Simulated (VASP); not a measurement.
A run of VASP 6.6.1 is set up as follows.

INCAR

```
ALGO     = Normal         # electronic algorithm
EDIFF    = 1E-6           # SCF threshold, eV
ENCUT    = 520            # plane-wave cutoff, eV
GGA      = CA             # functional
ISIF     = 2              # what is computed and relaxed
ISMEAR   = -1             # smearing method
LASPH    = T              # aspherical terms in the spheres
LCHARG   = T              # write CHGCAR
LELF     = T              # ELF
LREAL    = F              # projectors in reciprocal space
LVHAR    = T            
LWAVE    = F              # write WAVECAR
NBANDS   = 13             # bands
NELM     = 100            # most SCF steps
PREC     = Accurate       # precision mode
SIGMA    = 0.08           # smearing width, eV
```

Contents of KPOINTS:

```
k-points
0
Gamma
  19 19 19
```

POSCAR

```
W
1.0
   -1.3917149393      1.3917149393      1.3917149393
    1.3917149393     -1.3917149393      1.3917149393
    1.3917149393      1.3917149393     -1.3917149393
W
1
Direct
    0.0000000000      0.0000000000      0.0000000000
```

Potentials or basis: VASP PAW LDA potentials, release 64 (W_sv).

Run with:

```bash
$ cat potpaw_LDA.64/W_sv/POTCAR > POTCAR
$ mpirun -np 1 vasp_std > vasp.out
```

Q: Estimate the band gap on the k mesh.

A: Zero (band 7 reaches 25.80 eV, above the bottom of band 8 at 15.67 eV).

Q: What does it give for the pressure?

A: 256.3 GPa.

Caveat: spin-orbit coupling is left out, which moves the levels of the heavy elements.
